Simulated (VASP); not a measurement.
# YTaP (P4/nmm) in VASP: a series of runs, part 3 of 3

VASP 6.6.1. The steps go on from the part before.

## Step 6: Single point, r2SCAN+U

Contents of POSCAR:

```
YTaP
1.0
    3.5867980000      0.0000000000      0.0000000000
    0.0000000000      3.5867980000      0.0000000000
    0.0000000000      0.0000000000      9.0805010000
Y Ta P
2 2 2
Direct
    0.0000000000      0.5000000000      0.9000000000
    0.5000000000      0.0000000000      0.1000000000
    0.0000000000      0.5000000000      0.3350000000
    0.5000000000      0.0000000000      0.6650000000
    0.0000000000      0.5000000000      0.6170000000
    0.5000000000      0.0000000000      0.3830000000
```

Contents of INCAR.step1:

```
SYSTEM = YTaP
  PREC = Accurate
  ENCUT = 520
  ISMEAR = 0
  SIGMA = 0.0157
  LREAL = .False.
  LASPH = .True.
  NELM = 150
  LMAXMIX = 4
  LDAU = .True.
  LDAUTYPE = 2
  LDAUL = 2 -1 -1
  LDAUU = 1 0 0
  LDAUJ = 0 0 0
  NBANDS = 36
  GGA = PE
  ALGO = Normal
  EDIFF = 1E-4
  LWAVE = .True.
  LCHARG = .False.
```

Contents of INCAR.step2:

```
SYSTEM = YTaP
  PREC = Accurate
  ENCUT = 520
  EDIFF = 1E-7
  ISMEAR = 0
  SIGMA = 0.0157
  LREAL = .False.
  LASPH = .True.
  NELM = 150
  ALGO = Normal
  ISIF = 2
  LWAVE = .False.
  LCHARG = .False.
  LMAXMIX = 4
  LDAU = .True.
  LDAUTYPE = 2
  LDAUL = 2 -1 -1
  LDAUU = 1 0 0
  LDAUJ = 0 0 0
  LDAUPRINT = 1
  METAGGA = R2SCAN
  LMIXTAU = .True.
  NBANDS = 36
  ISTART = 1
```

Contents of KPOINTS:

```
Automatic mesh
0
Gamma
  5 5 2
  0 0 0
```

Potentials or basis: VASP PAW PBE potentials, release 64 (Y_sv, Ta_pv, P).

Command:

```bash
> cat potpaw_PBE.64/Y_sv/POTCAR potpaw_PBE.64/Ta_pv/POTCAR potpaw_PBE.64/P/POTCAR > POTCAR
> cp INCAR.step1 INCAR
> mpirun -np 1 vasp_std > vasp.out
> cp INCAR.step2 INCAR
> mpirun -np 1 vasp_std > vasp.out
```

OUTCAR:

```text
SYSTEM = YTaP
   PREC = Accurate
   ENCUT = 520
   EDIFF = 1E-7
   ISMEAR = 0
   LREAL = .False.
   LASPH = .True.
   NELM = 150
   ISIF = 2
   METAGGA = R2SCAN
   ISTART = 1

 ion  position               nearest neighbor table
   1  0.000  0.500  0.900-   5 2.57   2 3.12   2 3.12   2 3.12   2 3.12   4 3.31   4 3.31   4 3.31
                             4 3.31   3 3.95
   2  0.500  0.000  0.100-   6 2.57   1 3.12   1 3.12   1 3.12   1 3.12   3 3.31   3 3.31   3 3.31
                             3 3.31   4 3.95
   3  0.000  0.500  0.335-   5 2.56   6 2.57   6 2.57   6 2.57   6 2.57   2 3.31   2 3.31   2 3.31
                             2 3.31   1 3.95
   4  0.500  0.000  0.665-   6 2.56   5 2.57   5 2.57   5 2.57   5 2.57   1 3.31   1 3.31   1 3.31
                             1 3.31   2 3.95
   5  0.000  0.500  0.617-   3 2.56   1 2.57   4 2.57   4 2.57   4 2.57   4 2.57
   6  0.500  0.000  0.383-   4 2.56   2 2.57   3 2.57   3 2.57   3 2.57   3 2.57

  LATTYP: Found a simple tetragonal cell.
 ALAT       =     3.5867980000
 C/A-ratio  =     2.5316454955

  Lattice vectors:

 A1 = (   3.5867980000,   0.0000000000,   0.0000000000)
 A2 = (   0.0000000000,   3.5867980000,   0.0000000000)
 A3 = (   0.0000000000,   0.0000000000,   9.0805010000)

Analysis of symmetry for initial positions (statically):
=====================================================================
 Subroutine PRICEL returns:
 Original cell was already a primitive cell.

 Routine SETGRP: Setting up the symmetry group for a
 simple tetragonal supercell.

 Subroutine GETGRP returns: Found 16 space group operations
 (whereof  8 operations were pure point group operations)
 out of a pool of 16 trial point group operations.

The static configuration has the point symmetry D_2d.
 The point group associated with its full space group is D_4h.

Analysis of symmetry for dynamics (positions and initial velocities):
=====================================================================
 Subroutine PRICEL returns:
 Original cell was already a primitive cell.

 Routine SETGRP: Setting up the symmetry group for a
 simple tetragonal supercell.

 Subroutine GETGRP returns: Found 16 space group operations
 (whereof  8 operations were pure point group operations)
 out of a pool of 16 trial point group operations.

The dynamic configuration has the point symmetry D_2d.
 The point group associated with its full space group is D_4h.

 Subroutine INISYM returns: Found 16 space group operations
 (whereof  8 operations are pure point group operations),
 and found     1 'primitive' translations

----------------------------------------------------------------------------------------
[... 157 lines left out ...]
  o =  0.0999  v =  0.0000  0.0000  0.0000  0.0000  0.0000  0.0000 -0.0130  0.0000  0.9999 -0.0000      0.0000  0.0000  0.0000  0.0000  0.0000  0.0000  0.0000  0.0000  0.0000  0.0000
  o =  0.0999  v =  0.0000 -0.0130  0.0000  0.9999 -0.0000  0.0000  0.0000  0.0000  0.0000  0.0000      0.0000  0.0000  0.0000  0.0000  0.0000  0.0000  0.0000  0.0000  0.0000  0.0000
  o =  0.1529  v =  0.0000  0.0000  0.0000  0.0000  0.0000  0.0000  0.0000  1.0000 -0.0000 -0.0000      0.0000  0.0000  0.0000  0.0000  0.0000  0.0000  0.0000  0.0000  0.0000  0.0000
  o =  0.1529  v =  0.0000  0.0000  1.0000 -0.0000 -0.0000  0.0000  0.0000  0.0000  0.0000  0.0000      0.0000  0.0000  0.0000  0.0000  0.0000  0.0000  0.0000  0.0000  0.0000  0.0000
  o =  0.1546  v =  0.0000  0.0000  0.0000  0.0000  0.0000  0.0000  0.0000 -0.0000  0.0000 -1.0000      0.0000  0.0000  0.0000  0.0000  0.0000  0.0000  0.0000  0.0000  0.0000  0.0000
  o =  0.1546  v =  0.0000  0.0000 -0.0000  0.0000 -1.0000  0.0000  0.0000  0.0000  0.0000  0.0000      0.0000  0.0000  0.0000  0.0000  0.0000  0.0000  0.0000  0.0000  0.0000  0.0000

atom =   2  type =  1  l = 2

 onsite density matrix

spin component  1

  0.0869  0.0000  0.0000  0.0000 -0.0000
  0.0000  0.0999  0.0000  0.0000 -0.0000
  0.0000  0.0000  0.1529  0.0000 -0.0000
  0.0000  0.0000  0.0000  0.0999  0.0000
 -0.0000 -0.0000 -0.0000  0.0000  0.1546

spin component  2

  0.0869  0.0000  0.0000  0.0000 -0.0000
  0.0000  0.0999  0.0000  0.0000 -0.0000
  0.0000  0.0000  0.1529  0.0000 -0.0000
  0.0000  0.0000  0.0000  0.0999  0.0000
 -0.0000 -0.0000 -0.0000  0.0000  0.1546

 occupancies and eigenvectors

  o =  0.0869  v =  1.0000  0.0000  0.0000  0.0000  0.0000  0.0000  0.0000  0.0000  0.0000  0.0000      0.0000  0.0000  0.0000  0.0000  0.0000  0.0000  0.0000  0.0000  0.0000  0.0000
  o =  0.0869  v =  0.0000  0.0000  0.0000  0.0000  0.0000  1.0000  0.0000  0.0000  0.0000  0.0000      0.0000  0.0000  0.0000  0.0000  0.0000  0.0000  0.0000  0.0000  0.0000  0.0000
  o =  0.0999  v =  0.0000 -0.0724  0.0000 -0.9974 -0.0000  0.0000  0.0000  0.0000  0.0000  0.0000      0.0000  0.0000  0.0000  0.0000  0.0000  0.0000  0.0000  0.0000  0.0000  0.0000
  o =  0.0999  v =  0.0000  0.0000  0.0000  0.0000  0.0000  0.0000 -0.0724  0.0000 -0.9974 -0.0000      0.0000  0.0000  0.0000  0.0000  0.0000  0.0000  0.0000  0.0000  0.0000  0.0000
  o =  0.0999  v =  0.0000  0.9974 -0.0000 -0.0724  0.0000  0.0000  0.0000  0.0000  0.0000  0.0000      0.0000  0.0000  0.0000  0.0000  0.0000  0.0000  0.0000  0.0000  0.0000  0.0000
  o =  0.0999  v =  0.0000  0.0000  0.0000  0.0000  0.0000  0.0000  0.9974 -0.0000 -0.0724  0.0000      0.0000  0.0000  0.0000  0.0000  0.0000  0.0000  0.0000  0.0000  0.0000  0.0000
  o =  0.1529  v =  0.0000  0.0000  0.0000  0.0000  0.0000  0.0000  0.0000  1.0000  0.0000  0.0000      0.0000  0.0000  0.0000  0.0000  0.0000  0.0000  0.0000  0.0000  0.0000  0.0000
  o =  0.1529  v =  0.0000  0.0000  1.0000  0.0000  0.0000  0.0000  0.0000  0.0000  0.0000  0.0000      0.0000  0.0000  0.0000  0.0000  0.0000  0.0000  0.0000  0.0000  0.0000  0.0000
  o =  0.1546  v =  0.0000  0.0000  0.0000  0.0000  0.0000  0.0000  0.0000  0.0000  0.0000 -1.0000      0.0000  0.0000  0.0000  0.0000  0.0000  0.0000  0.0000  0.0000  0.0000  0.0000
  o =  0.1546  v =  0.0000  0.0000  0.0000  0.0000 -1.0000  0.0000  0.0000  0.0000  0.0000  0.0000      0.0000  0.0000  0.0000  0.0000  0.0000  0.0000  0.0000  0.0000  0.0000  0.0000

 number of electron      54.0000002 magnetization

 Free energy of the ion-electron system (eV)
  ---------------------------------------------------
  ext. energy  EPLUGINS =         0.00000000
  ---------------------------------------------------
  free energy    TOTEN  =      -155.97157010 eV

  energy without entropy =     -155.97043179  energy(sigma->0) =     -155.97100094

 E-fermi :   6.1177     XC(G=0): -12.0947

 val. band max:        6.1101377543   @ k =   0.4000   0.2000   0.5000
 cond. band min:       6.2531972180   @ k =   0.2000   0.2000   0.5000
 fundamental gap:      0.1430594637
 Fermi energy:         6.1176585093

 k-point     1 :       0.0000    0.0000    0.0000
  band No.  band energies     occupation
      1     -37.4480      2.00000
      2     -37.2100      2.00000
      3     -30.1547      2.00000
      4     -30.1547      2.00000
      5     -30.1432      2.00000
      6     -30.1432      2.00000
[... 457 lines left out ...]
     35       9.1417      0.00000
     36       9.4117      0.00000

------------------------ aborting loop because EDIFF is reached ----------------------------------------

  FORCE on cell =-STRESS in cart. coord.  units (eV):
  Direction    XX          YY          ZZ          XY          YZ          ZX
  --------------------------------------------------------------------------------------
  -------------------------------------------------------------------------------------
  Total        2.4927909      2.4927909     11.2001205      0.0000000      0.0000000      0.0000000
  in kB       34.1879287     34.1879287    153.6065123      0.0000000      0.0000000      0.0000000
  external PRESSURE =      73.9941232 kB  Pullay stress =       0.0000000 kB

 VOLUME and BASIS-vectors are now :
 -----------------------------------------------------------------------------
  energy-cutoff  :      520.00
  volume of cell :      116.82
      direct lattice vectors                 reciprocal lattice vectors
     3.586798000  0.000000000  0.000000000     0.278800200  0.000000000  0.000000000
     0.000000000  3.586798000  0.000000000     0.000000000  0.278800200  0.000000000
     0.000000000  0.000000000  9.080501000     0.000000000  0.000000000  0.110126082

 POSITION                                       TOTAL-FORCE (eV/Angst)
 -----------------------------------------------------------------------------------
      0.00000      1.79340      8.17245        -0.000000      0.000000      0.485082
      1.79340      0.00000      0.90805         0.000000     -0.000000     -0.485082
      0.00000      1.79340      3.04197        -0.000000     -0.000000      0.468223
      1.79340      0.00000      6.03853        -0.000000     -0.000000     -0.468223
      0.00000      1.79340      5.60267        -0.000000     -0.000000     -1.427467
      1.79340      0.00000      3.47783        -0.000000      0.000000      1.427467
 -----------------------------------------------------------------------------------
    total drift:                                0.000000      0.000000     -0.000000

  FREE ENERGIE OF THE ION-ELECTRON SYSTEM (eV)
  ---------------------------------------------------
  free  energy   TOTEN  =      -155.9715700982 eV

  energy  without entropy=     -155.9704317889  energy(sigma->0) =     -155.97100094
```

Run time: 2.3 min. Hardware: 1 thread of Intel Xeon Platinum 8488C (Sapphire Rapids), shared host; peak memory 0.26 GiB.

Results:

| Item | Value |
| --- | --- |
| Free energy | -155.9716 eV |
| Pressure | 7.4 GPa |
| Largest force | 1.427 eV/Å |
| Band gap on the k mesh | zero (bands 27 and 28 overlap by 0.67 eV) |

Forces on the atoms (eV/Å):
```
Y    0.000  0.000  0.485
Y    0.000  0.000 -0.485
Ta   0.000  0.000  0.468
Ta   0.000  0.000 -0.468
P    0.000  0.000 -1.427
P    0.000  0.000  1.427
```

Stress tensor (GPa, compression positive):
```
 3.42  0.00  0.00
 0.00  3.42  0.00
 0.00  0.00 15.36
```

Levels at points of the mesh, in eV from the Fermi level:
```csv
k point,band 24,band 25,band 26,band 27,band 28,band 29,band 30,band 31
"(0.00, 0.00, 0.00)",-1.46,-0.66,-0.58,-0.58,-0.13,0.27,0.67,0.67
"(0.00, 0.00, 0.50)",-1.20,-0.64,-0.64,-0.45,-0.12,0.26,0.72,0.72
```

Eigenvalues of the final occupation matrices:
| site | spin | trace | eigenvalues |
| --- | --- | --- | --- |
| site 1 d | 1 | 0.59 | 0.09 0.10 0.10 0.15 0.15 |
| site 1 d | 2 | 0.59 | 0.09 0.10 0.10 0.15 0.15 |
| site 2 d | 1 | 0.59 | 0.09 0.10 0.10 0.15 0.15 |
| site 2 d | 2 | 0.59 | 0.09 0.10 0.10 0.15 0.15 |

Caveat: the cell stands under pressure; the PAW data sets were made with another functional, which shifts forces and pressure a little; spin-orbit coupling is left out, which moves the levels of the heavy elements; U without spin polarisation on a metal has little footing; the U is typed as a test and isn't derived for this compound.

## Step 7: Summary

| level | potentials or basis | U | gap on the mesh (eV) | pressure (GPa) | largest force (eV/Å) |
| --- | --- | --- | --- | --- | --- |
| LDA | VASP PAW LDA potentials, release 64 (Y_sv, Ta_pv, P) | - | none | -1.8 | 1.28 |
| r2SCAN | VASP PAW PBE potentials, release 64 (Y_sv, Ta_pv, P) | - | none | 5.7 | 1.30 |
| r2SCAN+U | VASP PAW PBE potentials, release 64 (Y_sv, Ta_pv, P) | Y d U = 5.0 eV | none | 14.4 | 1.97 |
| r2SCAN+U | VASP PAW PBE potentials, release 64 (Y_sv, Ta_pv, P) | Y d U = 1.0 eV | none | 7.4 | 1.43 |

Alike in all rows: task single point; no spin polarisation; cell as given; k mesh 5 × 5 × 2; cutoff (eV) 520; smearing gaussian 0.0157 eV.

Caveats: spin-orbit coupling is left out, which moves the levels of the heavy elements; the cell stands under pressure (at least some runs); the PAW data sets were made with another functional, which shifts forces and pressure a little (at least some runs); U without spin polarisation on a metal has little footing (at least some runs); the U is typed as a test and isn't derived for this compound (at least some runs); forces of over 1 eV/Å act on the atoms, so gaps and moduli don't describe the material at rest (at least some runs).

Absolute energies hang on the potentials; compare differences alone.
